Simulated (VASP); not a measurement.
A run of VASP 6.6.1 is set up as follows.

INCAR

```
PREC = Accurate ; ENCUT = 520
EDIFF = 1E-6 ; ISMEAR = -1
SIGMA = 0.05 ; LREAL = F
LASPH = T ; NELM = 100
ALGO = Normal ; ISIF = 2
LWAVE = F ; LCHARG = F
GGA = PS ; NBANDS = 18
```

The input KPOINTS:

```
Automatic mesh
0
Gamma
  11 11 6
```

POSCAR

```
Au
1.0
    2.8237476572      0.0000000000      0.0000000000
   -1.4118738286      2.4454372050      0.0000000000
    0.0000000000      0.0000000000      4.6876225754
Au
2
Direct
    0.6666666667      0.3333333333      0.2500000000
    0.3333333333      0.6666666667      0.7500000000
```

Potentials or basis: VASP PAW PBE potentials, release 64 (Au).

Launch:

```sh
$ cat potpaw_PBE.64/Au/POTCAR > POTCAR
$ mpirun -np 1 vasp_std > vasp.out
```

(1) Estimate the band gap on the k mesh.

(2) Predict the pressure.

Results:

(1) zero (bands 11 and 12 overlap by 6.59 eV).

(2) 9.7 GPa.

Caveat: the cell stands under pressure; the PAW data sets were made with another functional, which shifts forces and pressure a little; spin-orbit coupling is left out, which moves the levels of the heavy elements.
